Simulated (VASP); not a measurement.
# CuNi2 (P6_3/mmc) in VASP: single point with PBE

Aim: the single point of CuNi2 with PBE.

Everything below comes from runs of VASP 6.6.1. Logs are shortened: lines on timing, memory, paths and dates and some standing lists are left out, and cuts for length are marked.

## 1. The cell of the first run

It takes space group P6_3/mmc (No. 194, hexagonal). The conventional cell has a = 2.500 Å, b = 2.500 Å, c = 12.441 Å, α = 90.00°, β = 90.00°, γ = 120.00°. Cu (site symmetry -6m2) has 6 Cu at 2.50 Å and 6 Ni at 2.55 Å within 3.3 Å. Ni (site symmetry 3m) has 9 Ni at 2.48 to 2.50 Å and 3 Cu at 2.55 Å within 3.3 Å.

## 2. Single point, PBE, collinear spin, ferromagnetic start

INCAR reads:

```
PREC = Accurate ; ENCUT = 520
EDIFF = 1E-6 ; ISMEAR = 0
SIGMA = 0.1 ; LREAL = F
LASPH = T ; NELM = 150
ALGO = Normal ; ISIF = 2
LWAVE = F ; LCHARG = F
ISPIN = 2 ; MAGMOM = 0 0 0.55 0.55 0.55 0.55
LORBIT = 11 ; LMAXMIX = 4
GGA = PE ; NBANDS = 44
```

KPOINTS reads:

```
regular mesh
0
Gamma
  6 6 2
```

POSCAR reads:

```
CuNi2
1.0
    2.4997827000      0.0000000000      0.0000000000
   -1.2498913000      2.1648753000      0.0000000000
    0.0000000000      0.0000000000     12.4412002000
Cu Ni
2 4
Direct
    0.3333333000      0.6666667000      0.2500000000
    0.6666667000      0.3333333000      0.7500000000
    0.3333333000      0.6666667000      0.9188260000
    0.3333333000      0.6666667000      0.5811740000
    0.6666667000      0.3333333000      0.0811740000
    0.6666667000      0.3333333000      0.4188260000
```

Potentials or basis: VASP PAW PBE potentials, release 64 (Cu, Ni).

Started as:

```bash
$ cat potpaw_PBE.64/Cu/POTCAR potpaw_PBE.64/Ni/POTCAR > POTCAR
$ mpirun -np 1 vasp_std > vasp.out
```

OUTCAR:

```text
PREC = Accurate
   ENCUT = 520
   EDIFF = 1E-6
   ISMEAR = 0
   LREAL = F
   LASPH = T
   NELM = 150
   ISIF = 2
   ISPIN = 2
   LORBIT = 11
   GGA = PE

 ion  position               nearest neighbor table
   1  0.333  0.667  0.250-   5 2.55   6 2.55   5 2.55   6 2.55   5 2.55   6 2.55
   2  0.667  0.333  0.750-   3 2.55   4 2.55   3 2.55   4 2.55   3 2.55   4 2.55
   3  0.333  0.667  0.919-   5 2.48   5 2.48   5 2.48   2 2.55   2 2.55   2 2.55
   4  0.333  0.667  0.581-   6 2.48   6 2.48   6 2.48   2 2.55   2 2.55   2 2.55
   5  0.667  0.333  0.081-   3 2.48   3 2.48   3 2.48   1 2.55   1 2.55   1 2.55
   6  0.667  0.333  0.419-   4 2.48   4 2.48   4 2.48   1 2.55   1 2.55   1 2.55

  LATTYP: Found a hexagonal cell.
 ALAT       =     2.4997827000
 C/A-ratio  =     4.9769126732

  Lattice vectors:

 A1 = (   2.4997827000,   0.0000000000,   0.0000000000)
 A2 = (  -1.2498913000,   2.1648753000,   0.0000000000)
 A3 = (   0.0000000000,   0.0000000000,  12.4412002000)

Analysis of symmetry for initial positions (statically):
=====================================================================
 Subroutine PRICEL returns:
 Original cell was already a primitive cell.

 Routine SETGRP: Setting up the symmetry group for a
 hexagonal supercell.

 Subroutine GETGRP returns: Found 24 space group operations
 (whereof 12 operations were pure point group operations)
 out of a pool of 24 trial point group operations.

The static configuration has the point symmetry D_3d.
 The point group associated with its full space group is D_6h.

Analysis of symmetry for dynamics (positions and initial velocities):
=====================================================================
 Subroutine PRICEL returns:
 Original cell was already a primitive cell.

 Routine SETGRP: Setting up the symmetry group for a
 hexagonal supercell.

 Subroutine GETGRP returns: Found 24 space group operations
 (whereof 12 operations were pure point group operations)
 out of a pool of 24 trial point group operations.

The dynamic configuration has the point symmetry D_3d.
 The point group associated with its full space group is D_6h.

Analysis of structural, dynamic, and magnetic symmetry:
=====================================================================
 Subroutine PRICEL returns:
 Original cell was already a primitive cell.

 Routine SETGRP: Setting up the symmetry group for a
 hexagonal supercell.

 Subroutine GETGRP returns: Found 24 space group operations
 (whereof 12 operations were pure point group operations)
 out of a pool of 24 trial point group operations.

The overall configuration has the point symmetry D_3d.
 The point group associated with its full space group is D_6h.

 Subroutine INISYM returns: Found 24 space group operations
 (whereof 12 operations are pure point group operations),
 and found     1 'primitive' translations

----------------------------------------------------------------------------------------

                                     Primitive cell

  volume of cell :      67.3283

  direct lattice vectors                    reciprocal lattice vectors
     2.499782700  0.000000000  0.000000000     0.400034771  0.230960176  0.000000000
    -1.249891300  2.164875300  0.000000000     0.000000000  0.461920370  0.000000000
     0.000000000  0.000000000 12.441200200     0.000000000  0.000000000  0.080378097

  length of vectors
     2.499782700  2.499782656 12.441200200     0.461920362  0.461920370  0.080378097

  position of ions in fractional coordinates (direct lattice)
     0.333333300  0.666666700  0.250000000
     0.666666700  0.333333300  0.750000000
     0.333333300  0.666666700  0.918826000
     0.333333300  0.666666700  0.581174000
     0.666666700  0.333333300  0.081174000
     0.666666700  0.333333300  0.418826000

  ion indices of the primitive-cell ions
   primitive index   ion index
                 1           1
                 2           2
                 3           3
                 4           4
[... 37 lines left out ...]
  0.333333  0.333333  0.000000      2.000000
  0.000000  0.000000  0.500000      1.000000
  0.166667  0.000000  0.500000      6.000000
  0.333333 -0.000000  0.500000      6.000000
  0.500000  0.000000  0.500000      3.000000
  0.166667  0.166667  0.500000      6.000000
  0.333333  0.166667  0.500000     12.000000
  0.333333  0.333333  0.500000      2.000000
   k-points           NKPTS =     14   k-points in BZ     NKDIM =     14   number of bands    NBANDS=     44
   number of dos      NEDOS =    301   number of ions     NIONS =      6
   total plane-waves  NPLWV =  38400
   dimension x,y,z NGX =    20 NGY =   20 NGZ =   96
   dimension x,y,z NGXF=    40 NGYF=   40 NGZF=  192
   ions per type =               2   4
   NGX,Y,Z   is equivalent  to a cutoff of  13.30, 13.30, 12.83 a.u.
   NGXF,Y,Z  is equivalent  to a cutoff of  26.60, 26.60, 25.66 a.u.
 SYSTEM =  unknown system
   PREC   = accura    normal or accurate (medium, high low for compatibility)
   ISTART =      0    job   : 0-new  1-cont  2-samecut
   ICHARG =      2    charge: 1-file 2-atom 10-const
   ISPIN  =      2    spin polarized calculation?
   LNONCOLLINEAR =      F non collinear calculations
   LSORBIT =      F    spin-orbit coupling
   LASPH  =      T    aspherical Exc in radial PAW
   ENCUT  =  520.0 eV  38.22 Ry    6.18 a.u.   4.65  4.65 23.13*2*pi/ulx,y,z
   NELM   =    150;   NELMIN=  2; NELMDL= -5     # of ELM steps
   EDIFF  = 0.1E-05   stopping-criterion for ELM
   LREAL  =      F    real-space projection
   EDIFFG = 0.1E-04   stopping-criterion for IOM
   NSW    =      0    number of steps for IOM
   IBRION =     -1    ionic relax: 0-MD 1-quasi-New 2-CG
   NFREE  =      0    steps in history (QN), initial steepest desc. (CG)
   ISIF   =      2    stress and relaxation
   ISYM   =      2    0-nonsym 1-usesym 2-fastsym
   POTIM  = 0.5000    time-step for ionic-motion
   TEBEG  =    0.0;   TEEND  =   0.0 temperature during run
   PSTRESS=    0.0 pullay stress
   NELECT =      62.0000    total number of electrons
   NUPDOWN=      -1.0000    fix difference up-down
   EMIN   =  10.00;   EMAX   =-10.00  energy-range for DOS
   EFERMI =   0.00;   METHOD = LEGACY
   ISMEAR =     0;   SIGMA  =   0.10  broadening in eV -4-tet -1-fermi 0-gaus
   EFERMI_NEDOS =   21; number of points for ismear=-14 and -15
   IALGO  =     38    algorithm
   IMIX   =      4    mixing-type and parameters
     AMIX     =   0.40;   BMIX     =  1.00
     AMIX_MAG =   1.60;   BMIX_MAG =  1.00
  volume/ion in A,a.u.               =      11.22        75.73
  Fermi-wavevector in a.u.,A,eV,Ry     =   1.592721  3.009805 34.514699  2.536759
  Thomas-Fermi vector in A             =   2.691062
   LORBIT       =     11    0 simple, 1 ext, 2 COOP (PROOUT), +10 PAW based schemes
   GGA     = PE    functional components
   LHFCALC =     F    Hartree Fock is set to
   AEXX    =    0.0000 exact exchange contribution
   IVDW    =     0    specifies the selected vdW correction
   LEPSILON=     F    determine dielectric tensor
   LRPA    =     F    only Hartree local field effects (RPA)
 spin polarized calculation
 Gauss-broadening in eV      SIGMA  =   0.10
  energy-cutoff  :      520.00
  volume of cell :       67.33
 maximum number of plane-waves:      1835
 NGX is ok and might be reduce to    20
   NGX =  9   NGY =  9   NGZ = 47

 number of electron      61.9999979 magnetization       2.1141501

 Free energy of the ion-electron system (eV)
  ---------------------------------------------------
  ext. energy  EPLUGINS =         0.00000000
  ---------------------------------------------------
  free energy    TOTEN  =       -29.20712372 eV

  energy without entropy =      -29.15750586  energy(sigma->0) =      -29.18231479

 E-fermi :   8.5846     XC(G=0): -13.0500

 val. band max:        8.5630121919   @ k =   0.5000   0.0000   0.0000
 cond. band min:       8.5863553544   @ k =   0.0000   0.0000   0.0000
 fundamental gap:      0.0233431625
 Fermi energy:         8.5846075990

 spin component 1

 k-point     1 :       0.0000    0.0000    0.0000
  band No.  band energies     occupation
      1      -0.4237      1.00000
      2       0.4214      1.00000
      3       0.7672      1.00000
      4       2.8081      1.00000
      5       3.1458      1.00000
      6       3.8441      1.00000
[... 633 lines left out ...]
     42      17.0505      0.00000
     43      18.7531      0.00000
 Fermi energy:         8.5846075990

 spin component 2

 k-point     1 :       0.0000    0.0000    0.0000
  band No.  band energies     occupation
      1      -0.4450      1.00000
      2       0.3960      1.00000
      3       0.7509      1.00000
      4       2.8038      1.00000
      5       3.2100      1.00000
      6       3.9710      1.00000
[... 633 lines left out ...]
     42      17.1878      0.00000
     43      18.8369      0.00000
 [bands above 43 left out]

------------------------ aborting loop because EDIFF is reached ----------------------------------------

  FORCE on cell =-STRESS in cart. coord.  units (eV):
  Direction    XX          YY          ZZ          XY          YZ          ZX
  --------------------------------------------------------------------------------------
  -------------------------------------------------------------------------------------
  Total        0.0526472      0.0526472      0.2928705      0.0000000      0.0000000      0.0000000
  in kB        1.2528183      1.2528182      6.9692951      0.0000000      0.0000000      0.0000000
  external PRESSURE =       3.1583105 kB  Pullay stress =       0.0000000 kB

 VOLUME and BASIS-vectors are now :
 -----------------------------------------------------------------------------
  energy-cutoff  :      520.00
  volume of cell :       67.33
      direct lattice vectors                 reciprocal lattice vectors
     2.499782700  0.000000000  0.000000000     0.400034771  0.230960176  0.000000000
    -1.249891300  2.164875300  0.000000000     0.000000000  0.461920370  0.000000000
     0.000000000  0.000000000 12.441200200     0.000000000  0.000000000  0.080378097

 POSITION                                       TOTAL-FORCE (eV/Angst)
 -----------------------------------------------------------------------------------
     -0.00000      1.44325      3.11030         0.000000      0.000000     -0.000000
      1.24989      0.72163      9.33090        -0.000000      0.000000     -0.000000
     -0.00000      1.44325     11.43130         0.000000      0.000000      0.074422
     -0.00000      1.44325      7.23050         0.000000     -0.000000     -0.074422
      1.24989      0.72163      1.00990         0.000000      0.000000     -0.074422
      1.24989      0.72163      5.21070        -0.000000      0.000000      0.074422
 -----------------------------------------------------------------------------------
    total drift:                               -0.000003      0.000002     -0.000003

  FREE ENERGIE OF THE ION-ELECTRON SYSTEM (eV)
  ---------------------------------------------------
  free  energy   TOTEN  =       -29.2071237189 eV

  energy  without entropy=      -29.1575058603  energy(sigma->0) =      -29.18231479

 total charge

# of ion       s       p       d       tot
------------------------------------------
    1        0.457   0.409   9.174  10.041
    2        0.457   0.409   9.174  10.041
    3        0.485   0.465   8.329   9.280
    4        0.485   0.465   8.329   9.280
    5        0.485   0.465   8.329   9.280
    6        0.485   0.465   8.329   9.280
--------------------------------------------------
tot          2.854   2.680  51.666  57.199

 magnetization (x)

# of ion       s       p       d       tot
------------------------------------------
    1       -0.002  -0.011   0.018   0.005
    2       -0.002  -0.011   0.018   0.005
    3       -0.002  -0.016   0.558   0.540
    4       -0.002  -0.016   0.558   0.540
    5       -0.002  -0.016   0.558   0.540
    6       -0.002  -0.016   0.558   0.540
--------------------------------------------------
tot         -0.014  -0.086   2.268   2.169
```

It took 3.4 min on 1 thread of AMD EPYC 7R43 (Zen 3), shared host; peak memory 0.21 GiB.

Results:

* Free energy: -29.2071 eV
* Pressure: 0.3 GPa
* Largest force: 0.074 eV/Å
* Net moment: 2.11 μB per cell
* Site moments: Cu +0.01; Ni +0.54 μB
* Valence electrons inside the program's atomic spheres: Cu 10.04; Ni 9.28

Forces on the atoms (eV/Å):
```
Cu   0.000  0.000  0.000
Cu   0.000  0.000  0.000
Ni   0.000  0.000  0.074
Ni   0.000  0.000 -0.074
Ni   0.000  0.000 -0.074
Ni   0.000  0.000  0.074
```

Stress tensor (GPa, compression positive):
```
0.13 0.00 0.00
0.00 0.13 0.00
0.00 0.00 0.70
```

Caveat: the k points lie up to 0.48 Å⁻¹ apart.
